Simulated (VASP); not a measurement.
Write the native input for VASP 6.6.1 that does the following.

| Property | Result |
| --- | --- |
| Task | single point |
| Functional | r2SCAN |
| Dispersion | D3(BJ) |
| Potentials or basis | VASP PAW PBE potentials, release 64 (C_h, O_h, H_h, N_h) |
| Cutoff | 1100 eV |
| k mesh | 1 × 1 × 1 |
| Occupations | fermi-dirac, width 0.02 eV |
| Spin | no spin polarisation |
| Dipole correction | no |
| Further INCAR settings | LREAL = Auto; ALGO = Normal; EDIFF = 1e-06; NBANDS = 68 |

H21C10N3O2:

```xyz
36
Lattice="7.1400 0.0000 0.0000 0.0000 7.1400 0.0000 0.0000 0.0000 7.1400" Properties=species:S:1:pos:R:3 pbc="T T T"
C     6.1926    2.3912    6.7525
C     6.0351    1.4284    5.6711
C     1.1745    0.7418    1.8186
C     2.0991    1.3941    0.8567
C     3.4197    3.7475    4.1034
C     2.8620    5.0925    3.8092
C    -0.3558    3.8422    2.7248
C    -0.3718    5.1280    3.3587
C     3.0233    4.9436    7.6252
C     4.2906    5.5260    7.9652
O     7.3437    1.4271    5.1066
O     3.3722    1.8703    1.3563
H     7.5462    0.6187    4.5515
H     5.7256    0.4146    5.8998
H     5.2604    1.8597    5.0175
H     5.3334    2.6858    7.3724
H     6.8425    1.9675    7.6192
H     6.6065    3.3270    6.2700
H     3.3782    1.5596    2.2402
H     2.1534    0.8329   -0.0824
H     1.7404    2.2711    0.4738
H     0.1640    0.5055    1.4332
H     1.7193   -0.2389    2.1552
H     1.1894    1.4184    2.7370
H     4.0108    3.4550    3.2530
H     4.0694    3.9757    4.9769
H     2.7401    2.9222    4.4423
H    -0.9108    4.0099    1.8917
H     0.7068    3.7057    2.4599
H    -0.9326    3.1664    3.3258
H     3.2133    3.9267    7.1427
H     2.3265    4.7792    8.3739
H     2.7629    5.5385    6.7350
N     2.5662    6.1974    3.7012
N    -0.3833    6.2039    3.8064
N     5.1846    6.1870    8.2896
```

These files were run (other wordings do the same):

POSCAR

```
H21C10N3O2
1.0
    7.1400370000      0.0000000000      0.0000000000
    0.0000000000      7.1400370000      0.0000000000
    0.0000000000      0.0000000000      7.1400370000
C O H N
10 2 21 3
Direct
    0.8673064299      0.3349002253      0.9457233905
    0.8452477207      0.2000549857      0.7942675927
    0.1644949459      0.1038930190      0.2547045625
    0.2939900732      0.1952510890      0.1199853726
    0.4789470979      0.5248572241      0.5747029042
    0.4008382590      0.7132315981      0.5334986359
   -0.0498316745      0.5381204607      0.3816226723
   -0.0520725593      0.7182035611      0.4704037248
    0.4234291783      0.6923773644      1.0679496479
    0.6009212557      0.7739455692      1.1155684487
    1.0285240819      0.1998729138      0.7152063778
    0.4722944713      0.2619454213      0.1899569988
    1.0568852794      0.0866522120      0.6374616826
    0.8019006064      0.0580669260      0.8262982391
    0.7367468824      0.2604608351      0.7027274509
    0.7469709191      0.3761605157      1.0325436689
    0.9583283672      0.2755587961      1.0671093161
    0.9252753172      0.4659639719      0.8781467099
    0.4731348031      0.2184302406      0.3137518755
    0.3015950758      0.1166520566     -0.0115405564
    0.2437522383      0.3180795842      0.0663581995
    0.0229690686      0.0707979524      0.2007272511
    0.2407970715     -0.0334592104      0.3018471753
    0.1665817698      0.1986544327      0.3833313469
    0.5617337837      0.4838910499      0.4555998799
    0.5699410241      0.5568178428      0.6970412058
    0.3837655183      0.4092695878      0.6221676442
   -0.1275623642      0.5616077340      0.2649426046
    0.0989910837      0.5190029127      0.3445220242
   -0.1306155696      0.4434710913      0.4657959055
    0.4500396847      0.5499551333      1.0003729673
    0.3258386476      0.6693522737      1.1728090485
    0.3869587791      0.7756962604      0.9432724228
    0.3594099022      0.8679786953      0.5183726639
   -0.0536831952      0.8688890548      0.5331064811
    0.7261306909      0.8665221203      1.1610023870
```

INCAR.step1

```
ALGO = Normal
EDIFF = 1E-5
ENCUT = 1100
GGA = PE
GGA_COMPAT = False
ISMEAR = -1
LASPH = True
LCHARG = False
LREAL = Auto
LWAVE = True
NBANDS = 68
NELM = 120
PREC = Accurate
SIGMA = 0.02
```

INCAR.step2

```
ALGO = Normal
EDIFF = 1E-6
ENCUT = 1100
GGA_COMPAT = False
ISIF = 2
ISMEAR = -1
ISTART = 1
IVDW = 12
LASPH = True
LCHARG = True
LELF = True
LMIXTAU = True
LREAL = Auto
LVHAR = True
LWAVE = False
METAGGA = R2SCAN
NBANDS = 68
NELM = 120
PREC = Accurate
SIGMA = 0.02
VDW_A1 = 0.49484001
VDW_A2 = 5.73083694
VDW_S6 = 1.0
VDW_S8 = 0.78981345
```

KPOINTS

```
k-points
0
Gamma
  1 1 1
```

Potentials or basis: VASP PAW PBE potentials, release 64 (C_h, O_h, H_h, N_h).

Command:

```bash
$ cat potpaw_PBE.64/C_h/POTCAR potpaw_PBE.64/O_h/POTCAR potpaw_PBE.64/H_h/POTCAR potpaw_PBE.64/N_h/POTCAR > POTCAR
$ cp INCAR.step1 INCAR
$ mpirun -np 1 vasp_gam > vasp.out
$ cp INCAR.step2 INCAR
$ mpirun -np 1 vasp_gam > vasp.out
```

It gave:

```
Pressure                   : 0.8 GPa
Largest force              : 4.746 eV/Å
Band gap on the k mesh     : 4.80 eV
Dispersion energy per atom : -0.025 eV
```

Caveat: the k points lie up to 0.88 Å⁻¹ apart; the PAW data sets were made with another functional, which shifts forces and pressure a little.

Wall time 4.2 min on 1 thread of Intel(R) Xeon(R) 6975P-C (Granite Rapids), with other jobs on the host, peak memory 1.1 GiB.
